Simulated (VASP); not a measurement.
Here is a VASP 6.6.1 calculation.

INCAR

```
SYSTEM = Bi
  ALGO = Normal
  EDIFF = 1E-6
  ENCUT = 520
  GGA = PE
  ISIF = 2
  ISMEAR = 0
  LASPH = .True.
  LCHARG = .False.
  LREAL = .False.
  LWAVE = .False.
  NBANDS = 14
  NELM = 100
  PREC = Accurate
  SIGMA = 0.1
```

File KPOINTS:

```
k-points
0
Gamma
  6 6 6
  0 0 0
```

Contents of POSCAR:

```
Bi
1.0
    1.7646569121     -2.9877507013     -0.0568433770
    1.7646569121      2.9877507013     -0.0568433770
   -1.6589954667      0.0000000000      3.0380078562
Bi
1
Direct
    0.0000000000      0.0000000000      0.5000000000
```

Potentials or basis: VASP PAW PBE potentials, release 64 (Bi_d).

Launch:

```console
$ cat potpaw_PBE.64/Bi_d/POTCAR > POTCAR
$ mpirun -np 1 vasp_std > vasp.out
```

Task: What does it give for the pressure?

Result: -0.1 GPa.

Stress tensor (GPa, compression positive):
```
-0.29  0.00 -0.05
 0.00 -0.16  0.00
-0.05  0.00  0.05
```

Caveat: the k points lie up to 0.39 Å⁻¹ apart.
